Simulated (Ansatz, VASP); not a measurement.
## One calculation of Ga3Cl, two programs

```
Ga Cl
1.0
     4.23476    0.00000    0.00000
     0.00000    4.23476    0.00000
     0.00000    0.00000    4.19123
Ga Cl
3 1
Direct
  0.00000 0.50000 0.50000
  0.50000 0.00000 0.50000
  0.50000 0.50000 0.00000
  0.00000 0.00000 0.00000
```

Alike in both runs: task relaxation of cell and atoms; functional PBE; k mesh 4 × 4 × 4; occupations gaussian, width 0.1 eV; no spin polarisation.

```csv
,VASP,Ansatz
version,VASP 6.6.1,Ansatz 0.2.0
potentials or method,"VASP PAW PBE potentials, release 64 (Ga_d, Cl), cutoff 600 eV","scalar-relativistic, plane waves, PAW"
valence electrons in the cell,46,46
```

```csv
,VASP,Ansatz,Ansatz less VASP
"gap on the k mesh at the Fermi level, each at its own relaxed structure (eV)",none,none,-
relaxed volume (Å³/atom),21.06,21.10,+0.042
relaxed cell length with the largest relative difference (Å),3.353,3.366,+0.0131
```

A gap of «none» marks a metal or a gap that the smearing closes.

The k mesh is coarse, so the values compare programs but aren't converged.
